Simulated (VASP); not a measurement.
Runs of VASP 6.6.1 on Si. The structure is that of space group Fm-3m (No. 225), or close to it. The cells are those of the table. 

```tsv
cell	gap on the mesh (eV)	pressure (GPa)
a = 2.419 Å, angles 60.0°, 1 atom	none	67.8
a = 2.438 Å, angles 60.0°, 1 atom	none	60.3
a = 2.400 Å, angles 60.0°, 1 atom	none	(b)
a = 2.322 Å, angles 60.0°, 1 atom	none	118.5
a = 2.342 Å, angles 60.0°, 1 atom	none	(a)
```

Alike in all rows: task single point; level PBE; potentials or basis VASP PAW PBE potentials, release 64 (Si); no spin polarisation; k mesh 15 × 15 × 15; cutoff (eV) 500; smearing fermi-dirac 0.1 eV.

Problem. Fill in the values left out.

Solution. (a) 105.6; (b) 75.9.

A gap of «none» marks levels without a gap at the run's occupations.
